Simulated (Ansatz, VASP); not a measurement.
## IrS in VASP and in Ansatz

```
Ir S
1.0
     0.00000    2.61880    2.61880
     2.61880    0.00000    2.61880
     2.61880    2.61880    0.00000
Ir S
1 1
Direct
  0.00000 0.00000 0.00000
  0.25000 0.25000 0.25000
```

Alike in both runs: task single point; functional PBE; k mesh 10 × 10 × 10; occupations gaussian, width 0.05 eV; no spin polarisation.

```csv
,VASP,Ansatz
version,VASP 6.6.1,Ansatz 0.2.0
potentials or method,"VASP PAW PBE potentials, release 64 (Ir, S), cutoff 520 eV","scalar-relativistic, plane waves, PAW"
valence electrons in the cell,15,23
```

```tsv
	VASP	Ansatz	Ansatz less VASP
gap on the k mesh at the Fermi level (eV)	none	none	-
pressure (GPa)	3.8	3.3	-0.58
```

A gap of «none» marks a metal or a gap that the smearing closes. VASP's potentials hold 15 valence electrons a cell and Ansatz's 23, so a difference there can come from the potentials and not from the codes.

Spin-orbit coupling is off throughout.
